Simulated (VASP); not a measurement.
# CuI: single point with PBE

Crystal: CuI.

```
Cu I
1.0
     0.00000    3.06497    2.94425
     2.94425    0.00000    2.94425
     2.94425    3.06497    0.00000
Cu I
1 1
Cartesian
  4.4164 4.5974 4.4164
  0.0000 0.0000 0.0000
```

This cell differs from its parent crystal: volume 26.569 Å^3 an atom, c/a of the conventional cell 1.0410.

```yaml
Program: VASP 6.6.1
Task: single point
Functional: PBE
Potentials_or_basis: VASP PAW PBE potentials, release 64 (Cu, I)
Cutoff: 520 eV
k_mesh: 8 × 8 × 8
Occupations: gaussian, width 0.05 eV
Spin: no spin polarisation
```

The pressure is 2.5 GPa and the band gap on the k mesh is 1.25 eV, direct.

Stress tensor (GPa, compression positive):
```
2.71 0.00 0.00
0.00 1.99 0.00
0.00 0.00 2.71
```

Levels at points of the mesh, in eV from the valence-band top:
```csv
k point,band 6,band 7,band 8,band 9,band 10,band 11,band 12,band 13
"(0.00, 0.00, 0.00)",-2.06,-0.08,0.00,0.00,1.25,4.76,4.83,4.83
"(0.50, 0.00, 0.00)",-2.04,-1.99,-0.85,-0.77,2.16,5.23,5.51,7.46
"(0.50, 0.50, 0.00)",-2.02,-1.96,-1.73,-1.65,2.54,2.76,9.59,9.77
"(0.50, 0.00, 0.50)",-2.04,-1.98,-1.68,-1.68,2.72,3.06,9.27,10.00
```

Wall time 18 s on 1 thread of Intel(R) Xeon(R) 6975P-C (Granite Rapids), on a shared host, peak memory 0.2 GiB.

Caveat: spin-orbit coupling is left out, which moves the levels of the heavy elements.
